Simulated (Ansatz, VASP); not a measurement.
**Two plane-wave programs on RbBr**

```xyz
2
Lattice="4.1279 0.0336 0.0000 0.0336 4.1279 0.0000 0.0000 0.0000 4.1279" Properties=species:S:1:pos:R:3 pbc="T T T"
Rb    0.0000    0.0000    0.0000
Br    2.0808    2.0808    2.0640
```

Change from the starting cell: shear_xy strain +1.6%.

Alike in both runs: task single point; functional r2SCAN; k mesh 6 × 6 × 6; no spin polarisation.

```csv
,VASP,Ansatz
version,VASP 6.6.1,Ansatz 0.2.0
potentials or method,"VASP PAW PBE potentials, release 64 (Rb_sv, Br)","plane waves, PAW"
plane-wave cutoff (eV),520,500
occupations,"gaussian, width 0.01 eV",fixed
valence electrons in the cell,16,16
```

Ansatz gave:

- gap on the k mesh at the Fermi level (eV): 4.82
- pressure (GPa): 0.0
- traceless stress, the component that is largest in VASP (GPa): -0.12

**Question.** What did VASP give for the same quantities?

**Answer.** gap on the k mesh at the Fermi level (eV): 4.83; pressure (GPa): 0.0; traceless stress, the component that is largest in VASP (GPa): -0.12.

VASP's potentials were made for PBE, not for r2SCAN.
